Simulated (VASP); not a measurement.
# Ag (Fm-3m) in VASP: notebook, part 2 of 2

VASP 6.6.1. The steps go on from the part before.

### Step 4. Electric field gradients, LDA

INCAR reads:

```
  ALGO = Normal
  EDIFF = 1E-8
  ENCUT = 520
  ISIF = 2
  ISMEAR = -1
  LASPH = T
  LCHARG = F
  LEFG = T
  LREAL = F
  LWAVE = F
  NBANDS = 54
  NELM = 60
  PREC = Accurate
  SIGMA = 0.05
```

KPOINTS reads:

```
k-points
0
Gamma
  7 7 7
```

POSCAR reads:

```
Ag
1.0
    0.0000000000      4.0855000000      4.0855000000
    4.0855000000      0.0000000000      4.0855000000
    4.0855000000      4.0855000000      0.0000000000
Ag
8
Direct
    0.0000000000      0.0000000000      0.0000000000
    0.0000000000      0.0000000000      0.5000000000
    0.0000000000      0.5000000000      0.0000000000
    0.0000000000      0.5000000000      0.5000000000
    0.5000000000      0.0000000000      0.0000000000
    0.5000000000      0.0000000000      0.5000000000
    0.5000000000      0.5000000000      0.0000000000
    0.5000000000      0.5000000000      0.5000000000
```

Potentials or basis: VASP PAW LDA potentials, release 64 (Ag).

Command:

```bash
$ cat potpaw_LDA.64/Ag/POTCAR > POTCAR
$ mpirun -np 1 vasp_std > vasp.out
```

OUTCAR:

```text
EDIFF = 1E-8
   ENCUT = 520
   ISIF = 2
   ISMEAR = -1
   LASPH = T
   LREAL = F
   NELM = 60
   PREC = Accurate

 ion  position               nearest neighbor table
   1  0.000  0.000  0.000-   2 2.89   3 2.89   5 2.89   2 2.89   4 2.89   6 2.89   3 2.89   4 2.89
                             7 2.89   5 2.89   6 2.89   7 2.89
   2  0.000  0.000  0.500-   1 2.89   4 2.89   6 2.89   1 2.89   3 2.89   5 2.89   3 2.89   4 2.89
                             8 2.89   5 2.89   6 2.89   8 2.89
   3  0.000  0.500  0.000-   1 2.89   4 2.89   7 2.89   2 2.89   4 2.89   8 2.89   1 2.89   2 2.89
                             5 2.89   5 2.89   7 2.89   8 2.89
   4  0.000  0.500  0.500-   2 2.89   3 2.89   8 2.89   1 2.89   3 2.89   7 2.89   1 2.89   2 2.89
                             6 2.89   6 2.89   7 2.89   8 2.89
   5  0.500  0.000  0.000-   1 2.89   6 2.89   7 2.89   2 2.89   6 2.89   8 2.89   3 2.89   7 2.89
                             8 2.89   1 2.89   2 2.89   3 2.89
   6  0.500  0.000  0.500-   2 2.89   5 2.89   8 2.89   1 2.89   5 2.89   7 2.89   4 2.89   7 2.89
                             8 2.89   1 2.89   2 2.89   4 2.89
   7  0.500  0.500  0.000-   3 2.89   5 2.89   8 2.89   4 2.89   6 2.89   8 2.89   1 2.89   5 2.89
                             6 2.89   1 2.89   3 2.89   4 2.89
   8  0.500  0.500  0.500-   4 2.89   6 2.89   7 2.89   3 2.89   5 2.89   7 2.89   2 2.89   5 2.89
                             6 2.89   2 2.89   3 2.89   4 2.89
[... 6 lines left out ...]
 A1 = (   0.0000000000,   4.0855000000,   4.0855000000)
 A2 = (   4.0855000000,   0.0000000000,   4.0855000000)
 A3 = (   4.0855000000,   4.0855000000,   0.0000000000)

Analysis of symmetry for initial positions (statically):
=====================================================================
[... 1375 lines left out ...]
   2      -0.000     0.000     0.000     0.001     0.001     0.001
   3      -0.000     0.000     0.000     0.001     0.001     0.001
   4      -0.000     0.000     0.000     0.001     0.001     0.001
   5      -0.000     0.000     0.000     0.001     0.001     0.001
   6      -0.000     0.000     0.000     0.001     0.001     0.001
   7      -0.000     0.000     0.000     0.001     0.001     0.001
   8      -0.000     0.000     0.000     0.001     0.001     0.001
---------------------------------------------------------------------

 Electric field gradients after diagonalization (V/A^2)
 (convention: |V_zz| > |V_xx| > |V_yy|)
----------------------------------------------------------------------
 ion       V_xx      V_yy      V_zz     asymmetry (V_yy - V_xx)/ V_zz
----------------------------------------------------------------------
   1      -0.001    -0.001     0.001       0.000
   2      -0.001    -0.001     0.001       0.000
   3      -0.001    -0.001     0.001       0.000
   4      -0.001    -0.001     0.001       0.000
   5      -0.001    -0.001     0.001       0.000
   6      -0.001    -0.001     0.001       0.000
   7      -0.001    -0.001     0.001       0.000
   8      -0.001    -0.001     0.001       0.000
----------------------------------------------------------------------

           NMR quadrupolar parameters

 Cq : quadrupolar parameter    Cq=e*Q*V_zz/h
 eta: asymmetry parameters     (V_yy - V_xx)/ V_zz
 Q  : nuclear electric quadrupole moment in mb (millibarn)
----------------------------------------------------------------------
 ion       Cq(MHz)       eta       Q (mb)
----------------------------------------------------------------------
   1       0.000       0.000       1.000
   2       0.000       0.000       1.000
   3       0.000       0.000       1.000
   4       0.000       0.000       1.000
   5       0.000       0.000       1.000
   6       0.000       0.000       1.000
   7       0.000       0.000       1.000
   8       0.000       0.000       1.000
----------------------------------------------------------------------
```

OSZICAR:

```text
N       E                     dE             d eps       ncg     rms          rms(c)
DAV:   1     0.635238016455E+03    0.63524E+03   -0.45526E+04  2168   0.163E+03
DAV:   2    -0.134017618598E+02   -0.64864E+03   -0.62013E+03  2202   0.378E+02
DAV:   3    -0.324468676933E+02   -0.19045E+02   -0.18800E+02  2384   0.703E+01
DAV:   4    -0.325830912668E+02   -0.13622E+00   -0.13611E+00  2322   0.564E+00
DAV:   5    -0.325841158502E+02   -0.10246E-02   -0.10246E-02  2276   0.527E-01    0.155E+01
DAV:   6    -0.301858462245E+02    0.23983E+01   -0.82890E+00  2244   0.174E+01    0.975E+00
DAV:   7    -0.301048674227E+02    0.80979E-01   -0.97598E-02  2274   0.140E+00    0.538E+00
DAV:   8    -0.300707141677E+02    0.34153E-01   -0.48562E-03  2256   0.427E-01    0.180E-01
DAV:   9    -0.300707686031E+02   -0.54435E-04   -0.16306E-04  2316   0.663E-02    0.241E-02
DAV:  10    -0.300707803619E+02   -0.11759E-04   -0.12982E-05  2304   0.217E-02    0.365E-03
DAV:  11    -0.300707804455E+02   -0.83628E-07   -0.37847E-07  2316   0.246E-03    0.220E-03
DAV:  12    -0.300707804541E+02   -0.85765E-08   -0.80054E-09  1314   0.489E-04
   1 F= -.30070780E+02 E0= -.30061898E+02  d E =-.177654E-01
```

It took 92 s on 1 thread of Intel Xeon Platinum 8488C (Sapphire Rapids), shared host; peak memory 0.3 GiB.

What came out:

| Property | Result |
| --- | --- |
| Free energy | -30.0708 eV |
| Pressure | -7.2 GPa |
| Band gap on the k mesh | zero (bands 44 and 45 overlap by 1.38 eV) |
| Largest electric field gradient by atom | under 0.05 V/Å² on every atom |

Caveat: the cell stands under tension.

### Step 5. Electric field gradients, r2SCAN

POSCAR is that of step 4.

INCAR.step1 reads:

```
SYSTEM = Ag
  PREC = Accurate
  ENCUT = 520
  ISMEAR = -1
  SIGMA = 0.05
  LREAL = .False.
  LASPH = .True.
  NELM = 100
  NBANDS = 54
  GGA = PE
  ALGO = Normal
  EDIFF = 1E-4
  LWAVE = .True.
  LCHARG = .False.
```

INCAR.step2 reads:

```
SYSTEM = Ag
  PREC = Accurate
  ENCUT = 520
  EDIFF = 1E-8
  ISMEAR = -1
  SIGMA = 0.05
  LREAL = .False.
  LASPH = .True.
  NELM = 100
  ALGO = Normal
  ISIF = 2
  LWAVE = .False.
  LCHARG = .False.
  METAGGA = R2SCAN
  LMIXTAU = .True.
  LEFG = .True.
  NBANDS = 54
  ISTART = 1
```

KPOINTS reads:

```
Automatic mesh
0
Gamma
  7 7 7
  0 0 0
```

Potentials or basis: VASP PAW PBE potentials, release 64 (Ag).

Command:

```bash
$ cat potpaw_PBE.64/Ag/POTCAR > POTCAR
$ cp INCAR.step1 INCAR
$ mpirun -np 1 vasp_std > vasp.out
$ cp INCAR.step2 INCAR
$ mpirun -np 1 vasp_std > vasp.out
```

OUTCAR:

```text
SYSTEM = Ag
   PREC = Accurate
   ENCUT = 520
   EDIFF = 1E-8
   ISMEAR = -1
   LREAL = .False.
   LASPH = .True.
   NELM = 100
   ISIF = 2
   METAGGA = R2SCAN
   ISTART = 1

 ion  position               nearest neighbor table
   1  0.000  0.000  0.000-   2 2.89   3 2.89   5 2.89   2 2.89   4 2.89   6 2.89   3 2.89   4 2.89
                             7 2.89   5 2.89   6 2.89   7 2.89
   2  0.000  0.000  0.500-   1 2.89   4 2.89   6 2.89   1 2.89   3 2.89   5 2.89   3 2.89   4 2.89
                             8 2.89   5 2.89   6 2.89   8 2.89
   3  0.000  0.500  0.000-   1 2.89   4 2.89   7 2.89   2 2.89   4 2.89   8 2.89   1 2.89   2 2.89
                             5 2.89   5 2.89   7 2.89   8 2.89
   4  0.000  0.500  0.500-   2 2.89   3 2.89   8 2.89   1 2.89   3 2.89   7 2.89   1 2.89   2 2.89
                             6 2.89   6 2.89   7 2.89   8 2.89
   5  0.500  0.000  0.000-   1 2.89   6 2.89   7 2.89   2 2.89   6 2.89   8 2.89   3 2.89   7 2.89
                             8 2.89   1 2.89   2 2.89   3 2.89
   6  0.500  0.000  0.500-   2 2.89   5 2.89   8 2.89   1 2.89   5 2.89   7 2.89   4 2.89   7 2.89
                             8 2.89   1 2.89   2 2.89   4 2.89
   7  0.500  0.500  0.000-   3 2.89   5 2.89   8 2.89   4 2.89   6 2.89   8 2.89   1 2.89   5 2.89
                             6 2.89   1 2.89   3 2.89   4 2.89
   8  0.500  0.500  0.500-   4 2.89   6 2.89   7 2.89   3 2.89   5 2.89   7 2.89   2 2.89   5 2.89
                             6 2.89   2 2.89   3 2.89   4 2.89
[... 6 lines left out ...]
 A1 = (   0.0000000000,   4.0855000000,   4.0855000000)
 A2 = (   4.0855000000,   0.0000000000,   4.0855000000)
 A3 = (   4.0855000000,   4.0855000000,   0.0000000000)

Analysis of symmetry for initial positions (statically):
=====================================================================
 Subroutine PRICEL returns following result:

  LATTYP: Found a face centered cubic cell.
 ALAT       =     4.0855000000

  Lattice vectors:

 A1 = (   0.0000000000,   2.0427500000,   2.0427500000)
 A2 = (   2.0427500000,   0.0000000000,   2.0427500000)
 A3 = (   2.0427500000,   2.0427500000,   0.0000000000)

   8 primitive cells build up your supercell.

 Routine SETGRP: Setting up the symmetry group for a
 face centered cubic supercell.

 Subroutine GETGRP returns: Found 48 space group operations
 (whereof 48 operations were pure point group operations)
 out of a pool of 48 trial point group operations.

The static configuration has the point symmetry O_h .

Analysis of symmetry for dynamics (positions and initial velocities):
=====================================================================
 Subroutine PRICEL returns following result:

  LATTYP: Found a face centered cubic cell.
 ALAT       =     4.0855000000

  Lattice vectors:

 A1 = (   0.0000000000,   2.0427500000,   2.0427500000)
 A2 = (   2.0427500000,   0.0000000000,   2.0427500000)
 A3 = (   2.0427500000,   2.0427500000,   0.0000000000)

   8 primitive cells build up your supercell.

 Routine SETGRP: Setting up the symmetry group for a
 face centered cubic supercell.

 Subroutine GETGRP returns: Found 48 space group operations
 (whereof 48 operations were pure point group operations)
 out of a pool of 48 trial point group operations.
[... 128 lines left out ...]
 maximum number of plane-waves:      3695
 NGX is ok and might be reduce to    48
   NGX = 21   NGY = 21   NGZ = 21

 number of electron      87.9999991 magnetization

 Free energy of the ion-electron system (eV)
  ---------------------------------------------------
  ext. energy  EPLUGINS =         0.00000000
  ---------------------------------------------------
  free energy    TOTEN  =      -170.85379169 eV

  energy without entropy =     -170.83470668  energy(sigma->0) =     -170.84424919

 E-fermi :   8.3708     XC(G=0): -12.9704

 val. band max:        8.1507121925   @ k =   0.2857   0.1429   0.0000
 cond. band min:       8.3783680065   @ k =   0.1429   0.0000   0.0000
 fundamental gap:      0.2276558140
 Fermi energy:         8.3707665252

 k-point     1 :       0.0000    0.0000    0.0000
  band No.  band energies     occupation
      1       0.4717      2.00000
      2       1.6385      2.00000
      3       1.6385      2.00000
      4       1.6385      2.00000
      5       1.7023      2.00000
      6       1.7023      2.00000
[... 1129 lines left out ...]
     53      16.7958      0.00000
     54      17.3017      0.00000

------------------------ aborting loop because EDIFF is reached ----------------------------------------

  FORCE on cell =-STRESS in cart. coord.  units (eV):
  Direction    XX          YY          ZZ          XY          YZ          ZX
  --------------------------------------------------------------------------------------
  -------------------------------------------------------------------------------------
  Total        1.3889416      1.3889416      1.3889416      0.0000000      0.0000000      0.0000000
  in kB       16.3165725     16.3165725     16.3165725      0.0000000      0.0000000      0.0000000
  external PRESSURE =      16.3165725 kB  Pullay stress =       0.0000000 kB

 VOLUME and BASIS-vectors are now :
 -----------------------------------------------------------------------------
  energy-cutoff  :      520.00
  volume of cell :      136.38
      direct lattice vectors                 reciprocal lattice vectors
     0.000000000  4.085500000  4.085500000    -0.122384041  0.122384041  0.122384041
     4.085500000  0.000000000  4.085500000     0.122384041 -0.122384041  0.122384041
     4.085500000  4.085500000  0.000000000     0.122384041  0.122384041 -0.122384041

 POSITION                                       TOTAL-FORCE (eV/Angst)
 -----------------------------------------------------------------------------------
      0.00000      0.00000      0.00000        -0.000000     -0.000000      0.000000
      2.04275      2.04275      0.00000         0.000000     -0.000000     -0.000000
      2.04275      0.00000      2.04275         0.000000     -0.000000      0.000000
      4.08550      2.04275      2.04275         0.000000      0.000000      0.000000
      0.00000      2.04275      2.04275         0.000000      0.000000     -0.000000
      2.04275      4.08550      2.04275        -0.000000      0.000000     -0.000000
      2.04275      2.04275      4.08550         0.000000      0.000000     -0.000000
      4.08550      4.08550      4.08550         0.000000      0.000000      0.000000
 -----------------------------------------------------------------------------------
    total drift:                                0.000000      0.000000      0.000000

  FREE ENERGIE OF THE ION-ELECTRON SYSTEM (eV)
  ---------------------------------------------------
  free  energy   TOTEN  =      -170.8537916889 eV

  energy  without entropy=     -170.8347066843  energy(sigma->0) =     -170.84424919

 Electric field gradients (V/A^2)
---------------------------------------------------------------------
 ion       V_xx      V_yy      V_zz      V_xy      V_xz      V_yz
---------------------------------------------------------------------
   1       0.000     0.000    -0.000     0.001     0.001     0.001
   2       0.000    -0.000    -0.000     0.001     0.001     0.001
   3       0.000     0.000    -0.000     0.001     0.001     0.001
   4       0.000     0.000    -0.000     0.001     0.001     0.001
   5       0.000    -0.000    -0.000     0.001     0.001     0.001
   6       0.000    -0.000    -0.000     0.001     0.001     0.001
   7      -0.000     0.000    -0.000     0.001     0.001     0.001
   8       0.000     0.000    -0.000     0.001     0.001     0.001
---------------------------------------------------------------------

 Electric field gradients after diagonalization (V/A^2)
 (convention: |V_zz| > |V_xx| > |V_yy|)
----------------------------------------------------------------------
 ion       V_xx      V_yy      V_zz     asymmetry (V_yy - V_xx)/ V_zz
----------------------------------------------------------------------
   1      -0.001    -0.001     0.001       0.000
   2      -0.001    -0.001     0.001       0.000
   3      -0.001    -0.001     0.001       0.000
   4      -0.001    -0.001     0.001       0.000
   5      -0.001    -0.001     0.001       0.000
   6      -0.001    -0.001     0.001       0.000
   7      -0.001    -0.001     0.001       0.000
   8      -0.001    -0.001     0.001       0.000
----------------------------------------------------------------------

           NMR quadrupolar parameters

 Cq : quadrupolar parameter    Cq=e*Q*V_zz/h
 eta: asymmetry parameters     (V_yy - V_xx)/ V_zz
 Q  : nuclear electric quadrupole moment in mb (millibarn)
----------------------------------------------------------------------
 ion       Cq(MHz)       eta       Q (mb)
----------------------------------------------------------------------
   1       0.000       0.000       1.000
   2       0.000       0.000       1.000
   3       0.000       0.000       1.000
   4       0.000       0.000       1.000
   5       0.000       0.000       1.000
   6       0.000       0.000       1.000
   7       0.000       0.000       1.000
   8       0.000       0.000       1.000
----------------------------------------------------------------------
```

It took 7.4 min on 1 thread of Intel Xeon Platinum 8488C (Sapphire Rapids), shared host; peak memory 0.41 GiB.

What came out:

* Free energy: -170.8538 eV
* Pressure: 1.6 GPa
* Band gap on the k mesh: zero (bands 44 and 45 overlap by 1.49 eV)
* Largest electric field gradient by atom: under 0.05 V/Å² on every atom

Caveat: the PAW data sets were made with another functional, which shifts forces and pressure a little.

### Step 6. The runs side by side

```tsv
level	potentials or basis	k mesh	gap on the mesh (eV)	pressure (GPa)
PBEsol	VASP PAW PBE potentials, release 64 (Ag)	3 × 3 × 3	none	-2.0
PBEsol	VASP PAW PBE potentials, release 64 (Ag)	7 × 7 × 7	none	-2.8
LDA	VASP PAW LDA potentials, release 64 (Ag)	7 × 7 × 7	none	-7.2
r2SCAN	VASP PAW PBE potentials, release 64 (Ag)	7 × 7 × 7	none	1.6
```

Alike in all rows: task electric field gradients; no spin polarisation; cell as given; cutoff (eV) 520; smearing fermi-dirac 0.05 eV.

Caveats: some runs use coarse meshes; the PAW data sets were made with another functional, which shifts forces and pressure a little (at least some runs); the cell stands under tension (at least some runs).

Absolute energies hang on the potentials; compare differences alone.

The gap in the log of VASP goes by the Fermi energy; the results here count the filled bands.